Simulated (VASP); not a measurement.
A run of VASP 6.6.1 is set up as follows.

The input INCAR:

```
SYSTEM = Ni
PREC     = Accurate       ! precision mode
ENCUT    = 520            ! plane-wave cutoff, eV
EDIFF    = 1E-8           ! SCF threshold, eV
ISMEAR   = -1             ! smearing method
SIGMA    = 0.05           ! smearing width, eV
LREAL    = .False.        ! projectors in reciprocal space
LASPH    = .True.         ! aspherical terms in the spheres
NELM     = 150            ! most SCF steps
ALGO     = Normal         ! electronic algorithm
ISIF     = 2              ! what is computed and relaxed
LWAVE    = .False.        ! write WAVECAR
LCHARG   = .False.        ! write CHGCAR
ISPIN    = 2              ! spin polarisation
MAGMOM   = 1.5            ! initial moments
LORBIT   = 11             ! projections on sites
LMAXMIX  = 4              ! l up to which the mixer works
GGA      = PE             ! functional
LEFG     = .True.       
NBANDS   = 15             ! bands
```

File KPOINTS:

```
regular mesh
0
Gamma
  20 20 20
  0 0 0
```

POSCAR

```
Ni
1.0
    0.0000000000      1.7502705000      1.7679500000
    1.7502705000      0.0000000000      1.7679500000
    1.7502705000      1.7502705000      0.0000000000
Ni
1
Direct
    0.0000000000      0.0000000000      0.0000000000
```

Potentials or basis: VASP PAW PBE potentials, release 64 (Ni).

Run with:

```console
$ cat potpaw_PBE.64/Ni/POTCAR > POTCAR
$ mpirun -np 1 vasp_std > vasp.out
```

Q: Predict the pressure.

A: 1.1 GPa.

Q: What does it give for the site moments?

A: Ni +0.64 μB.

Q: Estimate the net moment.

A: 0.63 μB per cell.

Stress tensor (GPa, compression positive):
```
1.47 0.00 0.00
0.00 1.47 0.00
0.00 0.00 0.26
```

Caveat: the cell differs from its parent crystal (equal xx and yy strain of -1 %); without QUAD_EFG the Cq values of the log hold for a quadrupole moment of 1 mb, not for the nuclei.
